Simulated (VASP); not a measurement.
The system is PbI2 (CdI2 type).

```
Pb I
1.0
     4.16498    0.00000    0.00000
    -2.08249    3.60698    0.00000
     0.00000    0.00000    6.66397
Pb I
1 2
Direct
  0.00000 0.00000 0.00000
  0.33333 0.66667 0.25000
  0.66667 0.33333 0.75000
```

| Item | Value |
| --- | --- |
| Program | VASP 6.6.1 |
| Task | relaxation of cell and atoms |
| Functional | PBE |
| Potentials or basis | VASP PAW PBE potentials, release 64 (Pb_d, I) |
| Cutoff | 500 eV |
| k mesh | 11 × 11 × 6 |
| Occupations | fermi-dirac, width 0.03 eV |
| Spin | no spin polarisation |

At the start: pressure 16.3 GPa; volume 33.37 Å³/atom.

**Question.** How do energy, volume and symmetry change on relaxing?

**Answer.** Over 22 steps the energy falls by 509.0 meV/atom and the volume is 48.45 Å³/atom (+45.2 %); space group P-3m1 (No. 164, to 0.1 Å) before and after.

The path:
| step | energy change (eV) | largest force (eV/Å) | pressure (GPa) | volume (Å³) |
| --- | --- | --- | --- | --- |
| 1 | 0.0000 | 2.5561 | 16.34 | 100.11 |
| 2 | -1.2289 | 0.7856 | -2.82 | 157.98 |
| 3 | -1.5083 | 0.1191 | 0.17 | 134.12 |
| 4 | -1.5084 | 0.1493 | 0.02 | 134.87 |
| 5 | -1.5108 | 0.1367 | 0.01 | 135.29 |
| 6 | -1.5160 | 0.1006 | -0.01 | 136.55 |
| 7 | -1.5175 | 0.0350 | -0.07 | 139.06 |
| 8 | -1.5183 | 0.0577 | -0.05 | 138.17 |
| 9 | -1.5197 | 0.0178 | 0.12 | 137.83 |
| 10 | -1.5199 | 0.0059 | 0.21 | 137.62 |
| 11 | -1.5207 | 0.0040 | 0.20 | 137.95 |
| 12 | -1.5226 | 0.0019 | 0.15 | 138.95 |
| 13 | -1.5252 | 0.0140 | 0.06 | 140.94 |
| 14 | -1.5264 | 0.0402 | -0.07 | 144.88 |
| 15 | -1.5265 | 0.0317 | -0.04 | 143.74 |
| 16 | -1.5268 | 0.0134 | 0.03 | 143.88 |
| 17 | -1.5268 | 0.0042 | 0.06 | 143.95 |
| 18 | -1.5270 | 0.0039 | 0.02 | 144.73 |
| 19 | -1.5271 | 0.0038 | 0.00 | 145.24 |
| 20 | -1.5271 | 0.0039 | -0.01 | 145.43 |
| 21 | -1.5271 | 0.0037 | -0.01 | 145.40 |
| 22 | -1.5271 | 0.0027 | 0.01 | 145.36 |

Final structure:
```
Pb I
1.0
     4.67091    0.00000    0.00000
    -2.33545    4.04512    0.00000
     0.00000    0.00000    7.69310
Pb I
1 2
Direct
  0.00000 0.00000 0.00000
  0.33333 0.66667 0.24160
  0.66667 0.33333 0.75840
```

Caveat: the volume moved by over 15 % at a fixed basis, so the end points are rough; this functional lacks dispersion, which binds layers or chains, so the pressure and a relaxed spacing across them are unreliable.
